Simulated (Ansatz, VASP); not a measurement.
# Os in VASP and in Ansatz

The input INCAR:

```
SYSTEM = Os
  ALGO = Normal
  EDIFF = 1E-7
  ENCUT = 520
  GGA = CA
  ISIF = 2
  ISMEAR = 1
  LASPH = .TRUE.
  LCHARG = .FALSE.
  LREAL = .FALSE.
  LWAVE = .FALSE.
  NBANDS = 15
  NELM = 80
  PREC = Accurate
  SIGMA = 0.03
```

Contents of KPOINTS:

```
k-points
0
G
  13 13 8
  0 0 0
```

The input POSCAR:

```
Os
1.0
    2.7175247593      0.0000000000      0.0000000000
   -1.3587623796      2.3534454770      0.0000000000
    0.0000000000      0.0000000000      4.2844606214
Os
2
Direct
    0.3333333333      0.6666666667      0.2500000000
    0.6666666667      0.3333333333      0.7500000000
```

Input for Ansatz:

```yaml
crystal:
  lattice:
    - [2.7175247593, 0.0, 0.0]
    - [-1.3587623796, 2.353445477, 0.0]
    - [0.0, 0.0, 4.2844606214]
  atoms:
    - { symbol: Os, position: [0.3333333333, 0.6666666667, 0.25] }
    - { symbol: Os, position: [0.6666666667, 0.3333333333, 0.75] }
hamiltonian:
  xc: lda
  pseudopotentials:
    kind: paw
    azcp:
      Os: "pseudopotentials/Os.paw.azcp"
basis:
  ecutwfc: 420
  fft_grid_basis: typed
kpoints:
  mp_grid: { grid: [13, 13, 8], shift: [0, 0, 0] }
magnetization:
  spin_polarized: false
scf:
  occupations: { method: methfessel_paxton, width: 0.03 }
  lower_state_search: "off"
output:
  stress: true
```

Alike in both runs: task single point; functional LDA; k mesh 13 × 13 × 8; occupations methfessel-paxton of order 1, width 0.03 eV; no spin polarisation.

```csv
,VASP,Ansatz
version,VASP 6.6.1,Ansatz 0.2.0
potentials or method,"VASP PAW LDA potentials, release 64 (Os), cutoff 520 eV","plane waves (420 eV) with PAW, scalar-relativistic"
valence electrons in the cell,16,32
```

Ansatz gave:

* pressure (GPa): -0.1
* traceless stress, the component that is largest in VASP (GPa): -0.71

Question: Which values does VASP return?

Answer: Pressure (GPa): 0.9; traceless stress, the component that is largest in VASP (GPa): -0.81.

Ansatz warns that its potentials were made for another functional, while VASP's fit it. LDA's correlation is that of Perdew and Zunger in VASP and of Perdew and Wang (1992) in Ansatz. VASP's potentials hold 16 valence electrons a cell and Ansatz's 32, so a difference there can come from the potentials and not from the codes.

Spin-orbit coupling is off throughout.
